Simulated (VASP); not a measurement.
# Rb (I4/mmm) in VASP: single point with PBEsol

Aim: the single point of Rb with PBEsol.

Everything below comes from runs of VASP 6.6.1. Logs are shortened: lines on timing, memory, paths and dates and some standing lists are left out, and cuts for length are marked.

**1. The cell of the first run**

It takes space group I4/mmm (No. 139, tetragonal). Conventional cell: a = 6.909 Å, b = 6.909 Å, c = 13.710 Å, α = 90.00°, β = 90.00°, γ = 90.00°.

**2. Single point, PBEsol**

Contents of INCAR:

```
PREC = Accurate
ENCUT = 520
EDIFF = 1E-7
ISMEAR = 0
SIGMA = 0.1
LREAL = F
LASPH = T
NELM = 80
ALGO = Normal
ISIF = 2
LWAVE = F
LCHARG = F
GGA = PS
NBANDS = 10
```

Contents of KPOINTS:

```
regular mesh
0
Gamma
  5 5 5
```

Contents of POSCAR:

```
Rb
1.0
   -3.4545057700      3.4545057700      6.8551433300
    3.4545057700     -3.4545057700      6.8551433300
    3.4545057700      3.4545057700     -6.8551433300
Rb
1
Direct
    0.0000000000      0.0000000000      0.0000000000
```

Potentials or basis: VASP PAW PBE potentials, release 64 (Rb_sv).

Launch:

```console
$ cat potpaw_PBE.64/Rb_sv/POTCAR > POTCAR
$ mpirun -np 1 vasp_std > vasp.out
```

OUTCAR:

```text
PREC = Accurate
   ENCUT = 520
   EDIFF = 1E-7
   ISMEAR = 0
   LREAL = F
   LASPH = T
   NELM = 80
   ISIF = 2
   GGA = PS

 ion  position               nearest neighbor table
   1  0.000  0.000  0.000-

  LATTYP: Found a body centered tetragonal cell.
 ALAT       =     6.9090115400
 C/A-ratio  =     1.9844063917

  Lattice vectors:

 A1 = (  -3.4545057700,   3.4545057700,   6.8551433300)
 A2 = (   3.4545057700,  -3.4545057700,   6.8551433300)
 A3 = (   3.4545057700,   3.4545057700,  -6.8551433300)

Analysis of symmetry for initial positions (statically):
=====================================================================
 Subroutine PRICEL returns:
 Original cell was already a primitive cell.

 Routine SETGRP: Setting up the symmetry group for a
 body centered tetragonal supercell.

 Subroutine GETGRP returns: Found 16 space group operations
 (whereof 16 operations were pure point group operations)
 out of a pool of 16 trial point group operations.

The static configuration has the point symmetry D_4h.

Analysis of symmetry for dynamics (positions and initial velocities):
=====================================================================
 Subroutine PRICEL returns:
 Original cell was already a primitive cell.

 Routine SETGRP: Setting up the symmetry group for a
 body centered tetragonal supercell.

 Subroutine GETGRP returns: Found 16 space group operations
 (whereof 16 operations were pure point group operations)
 out of a pool of 16 trial point group operations.

The dynamic configuration has the point symmetry D_4h.

 Subroutine INISYM returns: Found 16 space group operations
 (whereof 16 operations are pure point group operations),
 and found     1 'primitive' translations

----------------------------------------------------------------------------------------

                                     Primitive cell

  volume of cell :     327.2264

  direct lattice vectors                    reciprocal lattice vectors
    -3.454505770  3.454505770  6.855143330     0.000000000  0.144738505  0.072937935
     3.454505770 -3.454505770  6.855143330     0.144738505  0.000000000  0.072937935
     3.454505770  3.454505770 -6.855143330     0.144738505  0.144738505  0.000000000

  length of vectors
     8.417850694  8.417850694  8.417850694     0.162077689  0.162077689  0.204691156

  position of ions in fractional coordinates (direct lattice)
     0.000000000  0.000000000  0.000000000

  ion indices of the primitive-cell ions
   primitive index   ion index
                 1           1

[... 71 lines left out ...]
   ISYM   =      2    0-nonsym 1-usesym 2-fastsym
   POTIM  = 0.5000    time-step for ionic-motion
   TEBEG  =    0.0;   TEEND  =   0.0 temperature during run
   PSTRESS=    0.0 pullay stress
   NELECT =       9.0000    total number of electrons
   NUPDOWN=      -1.0000    fix difference up-down
   EMIN   =  10.00;   EMAX   =-10.00  energy-range for DOS
   EFERMI =   0.00;   METHOD = LEGACY
   ISMEAR =     0;   SIGMA  =   0.10  broadening in eV -4-tet -1-fermi 0-gaus
   EFERMI_NEDOS =   21; number of points for ismear=-14 and -15
   IALGO  =     38    algorithm
   IMIX   =      4    mixing-type and parameters
     AMIX     =   0.40;   BMIX     =  1.00
     AMIX_MAG =   1.60;   BMIX_MAG =  1.00
  volume/ion in A,a.u.               =     327.23      2208.23
  Fermi-wavevector in a.u.,A,eV,Ry     =   0.494166  0.933838  3.322543  0.244200
  Thomas-Fermi vector in A             =   1.498961
   LORBIT       =      0    0 simple, 1 ext, 2 COOP (PROOUT), +10 PAW based schemes
   GGA     = PS    functional components
   LHFCALC =     F    Hartree Fock is set to
   AEXX    =    0.0000 exact exchange contribution
   IVDW    =     0    specifies the selected vdW correction
   LEPSILON=     F    determine dielectric tensor
   LRPA    =     F    only Hartree local field effects (RPA)
 non-spin polarized calculation
 Gauss-broadening in eV      SIGMA  =   0.10
  energy-cutoff  :      520.00
  volume of cell :      327.23
 maximum number of plane-waves:      8837
   NGX = 31   NGY = 31   NGZ = 31

 number of electron       9.0000000 magnetization

 Free energy of the ion-electron system (eV)
  ---------------------------------------------------
  ext. energy  EPLUGINS =         0.00000000
  ---------------------------------------------------
  free energy    TOTEN  =        -0.39902710 eV

  energy without entropy =       -0.38478700  energy(sigma->0) =       -0.39190705

 E-fermi :  -1.5502     XC(G=0):  -3.1410

 val. band max:       -1.5582187418   @ k =  -0.4000  -0.4000   0.2000
 cond. band min:      -1.4066297881   @ k =  -0.2000   0.4000   0.2000
 fundamental gap:      0.1515889536
 Fermi energy:        -1.5502052246

 k-point     1 :       0.0000    0.0000    0.0000
  band No.  band energies     occupation
      1     -31.3000      2.00000
      2     -15.3726      2.00000
      3     -15.3598      2.00000
      4     -15.3598      2.00000
      5      -2.2540      2.00000
      6       0.6699      0.00000
      7       0.7101      0.00000
      8       1.0834      0.00000
      9       1.2707      0.00000
     10       1.2707      0.00000
[... 209 lines left out ...]
 k-point    18 :      -0.4000   -0.4000    0.4000
  band No.  band energies     occupation
      1     -31.3000      2.00000
      2     -15.3727      2.00000
      3     -15.3598      2.00000
      4     -15.3598      2.00000
      5      -1.8182      1.99985
      6      -0.8371      0.00000
      7       0.4259      0.00000
      8       0.9183      0.00000
      9       1.0980      0.00000
     10       1.0980      0.00000

------------------------ aborting loop because EDIFF is reached ----------------------------------------

  FORCE on cell =-STRESS in cart. coord.  units (eV):
  Direction    XX          YY          ZZ          XY          YZ          ZX
  --------------------------------------------------------------------------------------
  -------------------------------------------------------------------------------------
  Total       -0.5844527     -0.5844527     -0.4073553      0.0000000      0.0000000      0.0000000
  in kB       -2.8616174     -2.8616174     -1.9945071      0.0000000      0.0000000      0.0000000
  external PRESSURE =      -2.5725807 kB  Pullay stress =       0.0000000 kB

 VOLUME and BASIS-vectors are now :
 -----------------------------------------------------------------------------
  energy-cutoff  :      520.00
  volume of cell :      327.23
      direct lattice vectors                 reciprocal lattice vectors
    -3.454505770  3.454505770  6.855143330     0.000000000  0.144738505  0.072937935
     3.454505770 -3.454505770  6.855143330     0.144738505  0.000000000  0.072937935
     3.454505770  3.454505770 -6.855143330     0.144738505  0.144738505  0.000000000

 POSITION                                       TOTAL-FORCE (eV/Angst)
 -----------------------------------------------------------------------------------
      0.00000      0.00000      0.00000         0.000000     -0.000000      0.000000
 -----------------------------------------------------------------------------------
    total drift:                               -0.000000      0.000000     -0.000000

  FREE ENERGIE OF THE ION-ELECTRON SYSTEM (eV)
  ---------------------------------------------------
  free  energy   TOTEN  =        -0.3990270983 eV

  energy  without entropy=       -0.3847869972  energy(sigma->0) =       -0.39190705
```

It took 89 s on 1 thread of Intel Xeon Platinum 8375C at 2.90GHz (Ice Lake), shared host; peak memory 0.55 GiB.

Results:

- Free energy: -0.3990 eV
- Pressure: -0.3 GPa

Levels at points of the mesh, in eV from the Fermi level:
```csv
k point,band 2,band 3,band 4,band 5,band 6,band 7,band 8,band 9
"(0.00, 0.00, 0.00)",-13.82,-13.81,-13.81,-0.70,2.22,2.26,2.63,2.82
```

Caveat: the PAW data sets were made with another functional, which shifts forces and pressure a little.
